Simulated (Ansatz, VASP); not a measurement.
## One calculation of Mo, two programs

```xyz
1
Lattice="-1.5802 1.5802 1.5802 1.5802 -1.5802 1.5802 1.5802 1.5802 -1.5802" Properties=species:S:1:pos:R:3 pbc="T T T"
Mo    0.0000    0.0000    0.0000
```

Alike in both runs: functional PBE; k mesh 18 × 18 × 18; occupations gaussian, width 0.1 eV; no spin polarisation.

Ansatz relaxed the structure, and its values are those at the end. VASP's run is a single point on that final structure, the one shown.

|  | VASP | Ansatz |
| --- | --- | --- |
| version | VASP 6.6.1 | Ansatz 0.2.0 |
| potentials or method | VASP PAW PBE potentials, release 64 (Mo_sv), cutoff 520 eV | scalar-relativistic, plane waves, PAW |
| valence electrons in the cell | 14 | 14 |

VASP gave:

* gap on the k mesh at the Fermi level (eV): none
* pressure (GPa): 0.5

Estimate Ansatz's values.

gap on the k mesh at the Fermi level (eV): none; pressure (GPa): 0.0.

A gap of «none» marks a metal or a gap that the smearing closes. With one functional, cell and mesh, what is left measures potentials, basis and numerics.
